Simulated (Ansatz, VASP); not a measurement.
## SbS2 in VASP and in Ansatz

```
Sb S
1.0
     3.09770    0.00000    0.00000
    -1.54885    2.68269    0.00000
     0.00000    0.00000   14.40183
Sb S
2 4
Direct
  0.66667 0.33333 0.25000
  0.33333 0.66667 0.75000
  0.66667 0.33333 0.64448
  0.33333 0.66667 0.35552
  0.66667 0.33333 0.85552
  0.33333 0.66667 0.14448
```

Alike in both runs: task single point; functional PBE; k mesh 6 × 6 × 2; occupations gaussian, width 0.1 eV; no spin polarisation.

|  | VASP | Ansatz |
| --- | --- | --- |
| version | VASP 6.6.1 | Ansatz 0.2.0 |
| potentials or method | VASP PAW PBE potentials, release 64 (Sb, S), cutoff 500 eV | scalar-relativistic, plane waves, PAW |
| valence electrons in the cell | 34 | 54 |

|  | VASP | Ansatz | Ansatz less VASP |
| --- | --- | --- | --- |
| gap on the k mesh at the Fermi level (eV) | none | none | - |
| rms of the force components (eV/Å) | 3.114 | 3.071 | -0.0439 |

Atom by atom the forces differ by 0.044 eV/Å (rms over components). A gap of «none» marks a metal or a gap that the smearing closes. With one functional, cell and mesh, what is left measures potentials, basis and numerics. VASP's potentials hold 34 valence electrons a cell and Ansatz's 54, so a difference there can come from the potentials and not from the codes.

The k mesh is coarse, so the values compare programs but aren't converged. Neither program's run includes spin-orbit coupling.
